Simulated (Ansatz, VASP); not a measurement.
# C: VASP beside Ansatz

INCAR

```
SYSTEM = C
PREC = Accurate ; ENCUT = 520
EDIFF = 1E-6 ; ISMEAR = -1
SIGMA = 0.1 ; LREAL = .False.
LASPH = .True. ; NELM = 80
ALGO = Normal ; ISIF = 2
LWAVE = .False. ; LCHARG = .False.
GGA = RP ; NBANDS = 8
```

KPOINTS

```
Automatic mesh
0
Gamma
  20 20 20
  0 0 0
```

The input POSCAR:

```
C
1.0
    1.7539333095      0.0000000000      0.0000000000
    0.0000000000      1.7539333095      0.0000000000
    0.0000000000      0.0000000000      1.7539333095
C
1
Direct
    0.0000000000      0.0000000000      0.0000000000
```

Input for Ansatz:

```yaml
crystal:
  lattice:
    - [1.7539333095, 0.0, 0.0]
    - [0.0, 1.7539333095, 0.0]
    - [0.0, 0.0, 1.7539333095]
  atoms:
    - { symbol: C, position: [0.0, 0.0, 0.0] }
hamiltonian:
  xc: rpbe
  pseudopotentials:
    kind: paw
    azcp:
      C: "pseudopotentials/C.paw.azcp"
basis:
  ecutwfc: 420
  fft_grid_basis: typed
kpoints:
  mp_grid: { grid: [20, 20, 20], shift: [0, 0, 0] }
magnetization:
  spin_polarized: false
scf:
  occupations: { method: fermi_dirac, width: 0.1 }
  lower_state_search: "off"
output:
  stress: true
```

Alike in both runs: task single point; functional RPBE; k mesh 20 × 20 × 20; occupations fermi-dirac, width 0.1 eV; no spin polarisation.

|  | VASP | Ansatz |
| --- | --- | --- |
| version | VASP 6.6.1 | Ansatz 0.2.0 |
| potentials or method | VASP PAW PBE potentials, release 64 (C), cutoff 520 eV | plane waves (420 eV) with PAW, scalar-relativistic |
| valence electrons in the cell | 4 | 4 |

VASP gave:

| Property | Result |
| --- | --- |
| pressure (GPa) | 18.4 |

Q: What did Ansatz give for the same quantities?

A: Pressure (GPa): 18.3.

VASP's potentials were made for PBE, not for RPBE. With one functional, cell and mesh, what is left measures potentials, basis and numerics.
